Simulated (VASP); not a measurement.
KCl, 2 atoms in the cell. The typed cell holds 2 atoms: a = 4.450 Å, b = 4.450 Å, c = 4.450 Å, α = 60.00°, β = 60.00°, γ = 60.00°. 

* Program: VASP 6.6.1
* Task: single point
* Functional: PBE
* Potentials or basis: VASP PAW PBE potentials, release 64 (K_sv, Cl)
* Cutoff: 520 eV
* k mesh: 7 × 7 × 7
* Occupations: methfessel-paxton, width 0.05 eV
* Spin: no spin polarisation
* Dipole correction: no
* Further INCAR settings: ALGO = Normal; EDIFF = 1e-07; NBANDS = 15

Potentials or basis: VASP PAW PBE potentials, release 64 (K_sv, Cl).

The run is started by

```console
$ cat potpaw_PBE.64/K_sv/POTCAR potpaw_PBE.64/Cl/POTCAR > POTCAR
$ mpirun -np 1 vasp_std > vasp.out
```

Hardware: 1 thread of AMD EPYC 9R14 (Zen 4), with other jobs on the host.

How long does it take, and how much memory?

Run time: 3.3 min on 1 thread of AMD EPYC 9R14 (Zen 4), on a shared host, peak memory 0.27 GiB. Counts: scf iterations 15, k points 172.
